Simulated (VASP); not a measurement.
# Sn4Te (Pm-3m) in VASP: a series of runs

Sn4Te is run at these levels: PBE; tasks: single point, relaxation of cell and atoms.

Program: VASP 6.6.1. These are calculated values, not measurements. Logs are shortened: lines on timing, memory, paths and dates and some standing lists are left out, and cuts for length are marked.

## 1. The cell of the first run

The structure is cubic, space group Pm-3m (No. 221). Conventional cell: a = 5.844 Å, b = 5.844 Å, c = 5.844 Å, α = 90.00°, β = 90.00°, γ = 90.00°. Within 3.8 Å of Sn (site symmetry 4/mmm) lie 2 Te at 2.92 Å. Sn (site symmetry m-3m) has 12 Sn at 4.13 Å and 8 Te at 5.06 Å within 5.4 Å. Within 3.8 Å of Te (site symmetry m-3m) lie 6 Sn at 2.92 Å.

The cell was built from a structure type or drawn by symmetry, and may not be a known phase.

## 2. Single point, PBE

Input file INCAR:

```
ALGO     = Fast           # electronic algorithm
EDIFF    = 1E-6           # SCF threshold, eV
ENCUT    = 520            # plane-wave cutoff, eV
GGA      = PE             # functional
ISIF     = 2              # what is computed and relaxed
ISMEAR   = 0              # smearing method
LASPH    = True           # aspherical terms in the spheres
LCHARG   = False          # write CHGCAR
LREAL    = False          # projectors in reciprocal space
LWAVE    = False          # write WAVECAR
NBANDS   = 39             # bands
NELM     = 80             # most SCF steps
PREC     = Accurate       # precision mode
SIGMA    = 0.1            # smearing width, eV
```

Input file KPOINTS:

```
k-points
0
Gamma
  6 6 6
```

Input file POSCAR:

```
Sn4Te
1.0
    5.8436167897      0.0000000000      0.0000000000
    0.0000000000      5.8436167897      0.0000000000
    0.0000000000      0.0000000000      5.8436167897
Sn Te
4 1
Direct
    0.0000000000      0.5000000000      0.5000000000
    0.5000000000      0.5000000000      0.0000000000
    0.5000000000      0.0000000000      0.5000000000
    0.0000000000      0.0000000000      0.0000000000
    0.5000000000      0.5000000000      0.5000000000
```

Potentials or basis: VASP PAW PBE potentials, release 64 (Sn_d, Te).

Started as:

```bash
> cat potpaw_PBE.64/Sn_d/POTCAR potpaw_PBE.64/Te/POTCAR > POTCAR
> mpirun -np 1 vasp_std > vasp.out
```

OUTCAR:

```text
EDIFF = 1E-6
   ENCUT = 520
   GGA = PE
   ISIF = 2
   ISMEAR = 0
   LASPH = True
   LREAL = False
   NELM = 80
   PREC = Accurate

 ion  position               nearest neighbor table
   1  0.000  0.500  0.500-   5 2.92   5 2.92
   2  0.500  0.500  0.000-   5 2.92   5 2.92
   3  0.500  0.000  0.500-   5 2.92   5 2.92
   4  0.000  0.000  0.000-
   5  0.500  0.500  0.500-   1 2.92   2 2.92   3 2.92   2 2.92   3 2.92   1 2.92

  LATTYP: Found a simple cubic cell.
 ALAT       =     5.8436167897

  Lattice vectors:

 A1 = (   5.8436167897,   0.0000000000,   0.0000000000)
 A2 = (   0.0000000000,   5.8436167897,   0.0000000000)
 A3 = (   0.0000000000,   0.0000000000,   5.8436167897)

Analysis of symmetry for initial positions (statically):
=====================================================================
 Subroutine PRICEL returns:
 Original cell was already a primitive cell.

 Routine SETGRP: Setting up the symmetry group for a
 simple cubic supercell.

 Subroutine GETGRP returns: Found 48 space group operations
 (whereof 48 operations were pure point group operations)
 out of a pool of 48 trial point group operations.

The static configuration has the point symmetry O_h .

Analysis of symmetry for dynamics (positions and initial velocities):
=====================================================================
 Subroutine PRICEL returns:
 Original cell was already a primitive cell.

 Routine SETGRP: Setting up the symmetry group for a
 simple cubic supercell.

 Subroutine GETGRP returns: Found 48 space group operations
 (whereof 48 operations were pure point group operations)
 out of a pool of 48 trial point group operations.

The dynamic configuration has the point symmetry O_h .

 Subroutine INISYM returns: Found 48 space group operations
 (whereof 48 operations are pure point group operations),
 and found     1 'primitive' translations

----------------------------------------------------------------------------------------

                                     Primitive cell

  volume of cell :     199.5470

  direct lattice vectors                    reciprocal lattice vectors
[... 85 lines left out ...]
   LASPH  =      T    aspherical Exc in radial PAW
   ENCUT  =  520.0 eV  38.22 Ry    6.18 a.u.  10.87 10.87 10.87*2*pi/ulx,y,z
   NELM   =     80;   NELMIN=  2; NELMDL= -5     # of ELM steps
   EDIFF  = 0.1E-05   stopping-criterion for ELM
   LREAL  =      F    real-space projection
   EDIFFG = 0.1E-04   stopping-criterion for IOM
   NSW    =      0    number of steps for IOM
   IBRION =     -1    ionic relax: 0-MD 1-quasi-New 2-CG
   NFREE  =      0    steps in history (QN), initial steepest desc. (CG)
   ISIF   =      2    stress and relaxation
   ISYM   =      2    0-nonsym 1-usesym 2-fastsym
   POTIM  = 0.5000    time-step for ionic-motion
   TEBEG  =    0.0;   TEEND  =   0.0 temperature during run
   PSTRESS=    0.0 pullay stress
   NELECT =      62.0000    total number of electrons
   NUPDOWN=      -1.0000    fix difference up-down
   EMIN   =  10.00;   EMAX   =-10.00  energy-range for DOS
   EFERMI =   0.00;   METHOD = LEGACY
   ISMEAR =     0;   SIGMA  =   0.10  broadening in eV -4-tet -1-fermi 0-gaus
   EFERMI_NEDOS =   21; number of points for ismear=-14 and -15
   IALGO  =     68    algorithm
   IMIX   =      4    mixing-type and parameters
     AMIX     =   0.40;   BMIX     =  1.00
     AMIX_MAG =   1.60;   BMIX_MAG =  1.00
  volume/ion in A,a.u.               =      39.91       269.32
  Fermi-wavevector in a.u.,A,eV,Ry     =   1.108810  2.095346 16.727803  1.229459
  Thomas-Fermi vector in A             =   2.245341
   LORBIT       =      0    0 simple, 1 ext, 2 COOP (PROOUT), +10 PAW based schemes
   GGA     = PE    functional components
   LHFCALC =     F    Hartree Fock is set to
   AEXX    =    0.0000 exact exchange contribution
   IVDW    =     0    specifies the selected vdW correction
   LEPSILON=     F    determine dielectric tensor
   LRPA    =     F    only Hartree local field effects (RPA)
 non-spin polarized calculation
 RMM-DIIS sequential band-by-band and
 Gauss-broadening in eV      SIGMA  =   0.10
  energy-cutoff  :      520.00
  volume of cell :      199.55
 maximum number of plane-waves:      5449
 NGX is ok and might be reduce to    48
   NGX = 21   NGY = 21   NGZ = 21

 number of electron      61.9999988 magnetization

 Free energy of the ion-electron system (eV)
  ---------------------------------------------------
  ext. energy  EPLUGINS =         0.00000000
  ---------------------------------------------------
  free energy    TOTEN  =       -15.45272436 eV

  energy without entropy =      -15.43800672  energy(sigma->0) =      -15.44536554

 E-fermi :   4.2664     XC(G=0):  -8.5032

 val. band max:        4.2357012221   @ k =   0.5000   0.5000   0.0000
 cond. band min:       4.2888209632   @ k =   0.5000   0.1667   0.1667
 fundamental gap:      0.0531197410
 Fermi energy:         4.2663862353

 k-point     1 :       0.0000    0.0000    0.0000
  band No.  band energies     occupation
      1     -17.4008      2.00000
      2     -17.3488      2.00000
      3     -17.3488      2.00000
      4     -17.3384      2.00000
      5     -17.3384      2.00000
      6     -17.3384      2.00000
[... 829 lines left out ...]
     38       7.0682      0.00000
     39       7.0682      0.00000

------------------------ aborting loop because EDIFF is reached ----------------------------------------

  FORCE on cell =-STRESS in cart. coord.  units (eV):
  Direction    XX          YY          ZZ          XY          YZ          ZX
  --------------------------------------------------------------------------------------
  -------------------------------------------------------------------------------------
  Total       -0.0216096     -0.0216096     -0.0216096     -0.0000000      0.0000000     -0.0000000
  in kB       -0.1735053     -0.1735053     -0.1735053     -0.0000000      0.0000000     -0.0000000
  external PRESSURE =      -0.1735053 kB  Pullay stress =       0.0000000 kB

 VOLUME and BASIS-vectors are now :
 -----------------------------------------------------------------------------
  energy-cutoff  :      520.00
  volume of cell :      199.55
      direct lattice vectors                 reciprocal lattice vectors
     5.843616790  0.000000000  0.000000000     0.171126896  0.000000000  0.000000000
     0.000000000  5.843616790  0.000000000     0.000000000  0.171126896  0.000000000
     0.000000000  0.000000000  5.843616790     0.000000000  0.000000000  0.171126896

 POSITION                                       TOTAL-FORCE (eV/Angst)
 -----------------------------------------------------------------------------------
      0.00000      2.92181      2.92181         0.000000      0.000000      0.000000
      2.92181      2.92181      0.00000         0.000000      0.000000      0.000000
      2.92181      0.00000      2.92181         0.000000      0.000000      0.000000
      0.00000      0.00000      0.00000         0.000000      0.000000      0.000000
      2.92181      2.92181      2.92181         0.000000      0.000000      0.000000
 -----------------------------------------------------------------------------------
    total drift:                                0.000000      0.000000     -0.000000

  FREE ENERGIE OF THE ION-ELECTRON SYSTEM (eV)
  ---------------------------------------------------
  free  energy   TOTEN  =       -15.4527243610 eV

  energy  without entropy=      -15.4380067166  energy(sigma->0) =      -15.44536554
```

stdout:

```text
POSCAR found type information on POSCAR SnTe
 POSCAR found :  2 types and       5 ions
 scaLAPACK will be used
 LDA part: xc-table for (Slater+PW92), standard interpolation
 POSCAR, INCAR and KPOINTS ok, starting setup
 FFT: planning ... GRIDC
 FFT: planning ... GRID_SOFT
 FFT: planning ... GRID
 WAVECAR not read
 entering main loop
```

Wall time 2.1 min (1 thread of Intel Xeon Platinum 8488C (Sapphire Rapids), shared host); peak memory 0.39 GiB.

Results:

```
Free energy            : -15.4527 eV
Pressure               : 0.0 GPa
Band gap on the k mesh : zero (bands 31 and 32 overlap by 0.52 eV)
```

Caveat: semilocal functionals underestimate gaps, so a narrow gap can read as zero; spin-orbit coupling is left out, which moves the levels of the heavy elements.

## 3. Relaxation of cell and atoms, PBE

This run uses another cell than the first one, of 26.19 Å³/atom.

Input file INCAR:

```
PREC = Accurate ; ENCUT = 600
EDIFF = 1E-7 ; ISMEAR = 0
SIGMA = 0.1 ; LREAL = False
LASPH = True ; NELM = 80
ALGO = Normal ; ISIF = 3
LWAVE = False ; LCHARG = False
GGA = PE ; IBRION = 2
NSW = 90 ; EDIFFG = -0.04
```

Input file KPOINTS:

```
regular mesh
0
Gamma
  4 4 4
```

Changes to POSCAR since step 2:

```diff
@@ -2,5 +2,5 @@
 1.0
-    5.8436167897      0.0000000000      0.0000000000
-    0.0000000000      5.8436167897      0.0000000000
-    0.0000000000      0.0000000000      5.8436167897
+    5.0779793200      0.0000000000      0.0000000000
+    0.0000000000      5.0779793200      0.0000000000
+    0.0000000000      0.0000000000      5.0779793200
 Sn Te
```

Potentials or basis: VASP PAW PBE potentials, release 64 (Sn_d, Te).

Started as:

```bash
> cat potpaw_PBE.64/Sn_d/POTCAR potpaw_PBE.64/Te/POTCAR > POTCAR
> mpirun -np 1 vasp_std > vasp.out
```

Wall time 2.6 min (1 thread of Intel Xeon Platinum 8488C (Sapphire Rapids), shared host); peak memory 0.28 GiB.

Results (log left out):

```
Free energy                           : -15.2901 eV
Relaxed volume                        : 40.28 Å³/atom
Relaxed cell                          : a = 5.862 Å, b = 5.862 Å, c = 5.862 Å, α = 90.00°, β = 90.00°, γ = 90.00°
Space group after relaxing (to 0.1 Å) : Pm-3m (No. 221)
Energy gained by relaxing             : 682.1 meV/atom
Ionic steps                           : 4
Pressure after relaxing               : -0.1 GPa
Band gap on the k mesh                : zero (bands 31 and 32 overlap by 0.29 eV)
```

The path:
| step | energy change (eV) | largest force (eV/Å) | pressure (GPa) | volume (Å³) |
| --- | --- | --- | --- | --- |
| 1 | 0.0000 | 0.0000 | 23.15 | 130.94 |
| 2 | -3.3232 | 0.0000 | -1.70 | 216.54 |
| 3 | -3.3984 | 0.0000 | 0.74 | 195.64 |
| 4 | -3.4106 | 0.0000 | -0.06 | 201.42 |

Final structure:
```
Sn Te
1.0
     5.86180    0.00000    0.00000
     0.00000    5.86180    0.00000
     0.00000    0.00000    5.86180
Sn Te
4 1
Direct
  0.00000 0.50000 0.50000
  0.50000 0.50000 0.00000
  0.50000 0.00000 0.50000
  0.00000 0.00000 0.00000
  0.50000 0.50000 0.50000
```

Levels at points of the mesh, in eV from the Fermi level:
```tsv
k point	band 28	band 29	band 30	band 31	band 32	band 33	band 34	band 35
(0.00, 0.00, 0.00)	-4.78	-0.45	-0.45	-0.45	1.02	1.02	1.02	3.11
(0.50, 0.00, 0.00)	-0.87	-0.87	-0.60	0.22	0.44	0.89	0.89	1.19
(0.50, 0.50, 0.00)	-0.88	-0.88	-0.36	-0.36	-0.08	-0.08	0.39	1.00
(0.50, 0.50, 0.50)	-2.43	-0.16	-0.16	-0.16	1.05	1.05	1.77	2.60
```

Caveat: the volume moved by over 15 % at a fixed basis, so the end points are rough; semilocal functionals underestimate gaps, so a narrow gap can read as zero; spin-orbit coupling is left out, which moves the levels of the heavy elements.

## 4. Relaxation of cell and atoms, PBE

This run uses another cell than the first one, of 39.61 Å³/atom.

Input file INCAR:

```
SYSTEM = Sn4Te
ALGO     = Fast           ! electronic algorithm
EDIFF    = 1E-7           ! SCF threshold, eV
EDIFFG   = -0.01          ! ionic threshold
ENCUT    = 600            ! plane-wave cutoff, eV
GGA      = PE             ! functional
IBRION   = 2              ! ionic algorithm
ISIF     = 3              ! what is computed and relaxed
ISMEAR   = 0              ! smearing method
LASPH    = .TRUE.         ! aspherical terms in the spheres
LCHARG   = .FALSE.        ! write CHGCAR
LREAL    = .FALSE.        ! projectors in reciprocal space
LWAVE    = .FALSE.        ! write WAVECAR
NELM     = 80             ! most SCF steps
NSW      = 100            ! ionic steps
PREC     = Accurate       ! precision mode
SIGMA    = 0.1            ! smearing width, eV
```

Input file KPOINTS:

```
k-points
0
G
  6 6 6
  0 0 0
```

Changes to POSCAR since step 3:

```diff
@@ -2,5 +2,5 @@
 1.0
-    5.0779793200      0.0000000000      0.0000000000
-    0.0000000000      5.0779793200      0.0000000000
-    0.0000000000      0.0000000000      5.0779793200
+    5.8291556393      0.0000000000      0.0000000000
+    0.0000000000      5.8291556393      0.0000000000
+    0.0000000000      0.0000000000      5.8291556393
 Sn Te
```

Started as:

```bash
> cat potpaw_PBE.64/Sn_d/POTCAR potpaw_PBE.64/Te/POTCAR > POTCAR
> mpirun -np 1 vasp_std > vasp.out
```

Run time: 4.5 min. Hardware: 1 thread of Intel Xeon Platinum 8488C (Sapphire Rapids), shared host; peak memory 0.42 GiB.

Results (log left out):

```yaml
Free_energy: -15.4529 eV
Relaxed_volume: 39.87 Å³/atom
Relaxed_cell: a = 5.842 Å, b = 5.842 Å, c = 5.842 Å, α = 90.00°, β = 90.00°, γ = 90.00°
Space_group_after_relaxing_to_0.1_Å: Pm-3m (No. 221)
Energy_gained_by_relaxing: 0.2 meV/atom
Ionic_steps: 2
Pressure_after_relaxing: 0.0 GPa
Band_gap_on_the_k_mesh: zero (bands 31 and 32 overlap by 0.52 eV)
```

Step by step:
```csv
step,energy change (eV),largest force (eV/Å),pressure (GPa),volume (Å³)
1,0.0000,0.0000,0.18,198.07
2,-0.0009,0.0000,0.02,199.37
```

Final structure:
```
Sn Te
1.0
     5.84193    0.00000    0.00000
     0.00000    5.84193    0.00000
     0.00000    0.00000    5.84193
Sn Te
4 1
Direct
  0.00000 0.50000 0.50000
  0.50000 0.50000 0.00000
  0.50000 0.00000 0.50000
  0.00000 0.00000 0.00000
  0.50000 0.50000 0.50000
```

Levels at points of the mesh, in eV from the Fermi level:
```tsv
k point	band 27	band 28	band 29	band 30	band 31	band 32	band 33	band 34	band 35	band 36
(0.00, 0.00, 0.00)	-4.76	-4.69	-0.41	-0.41	-0.41	1.08	1.08	1.08	3.20	3.20
(0.50, 0.00, 0.00)	-4.58	-0.84	-0.84	-0.51	0.26	0.50	0.95	0.95	1.27	1.65
(0.50, 0.50, 0.00)	-1.10	-0.84	-0.84	-0.27	-0.27	-0.03	-0.03	0.43	1.09	1.53
(0.50, 0.50, 0.50)	-2.41	-2.41	-0.06	-0.06	-0.06	1.13	1.13	1.87	2.67	2.67
```

Caveat: semilocal functionals underestimate gaps, so a narrow gap can read as zero; spin-orbit coupling is left out, which moves the levels of the heavy elements.

## 5. Overview

```tsv
task	cell	k mesh	cutoff (eV)	gap on the mesh (eV)	pressure (GPa)	relaxed volume (Å³/atom)
single point	a = 5.844 Å, 5 atoms	6 × 6 × 6	520	none	0.0	-
relaxation of cell and atoms	relaxed from a = 5.078 Å, 5 atoms	4 × 4 × 4	600	none	-0.1	40.28
relaxation of cell and atoms	relaxed from a = 5.829 Å, 5 atoms	6 × 6 × 6	600	none	0.0	39.87
```

Alike in all rows: level PBE; potentials or basis VASP PAW PBE potentials, release 64 (Sn_d, Te); no spin polarisation; smearing gaussian 0.1 eV.

Caveats: semilocal functionals underestimate gaps, so a narrow gap can read as zero; spin-orbit coupling is left out, which moves the levels of the heavy elements; the volume moved by over 15 % at a fixed basis, so the end points are rough (at least some runs).

Absolute energies hang on the potentials; compare differences alone.
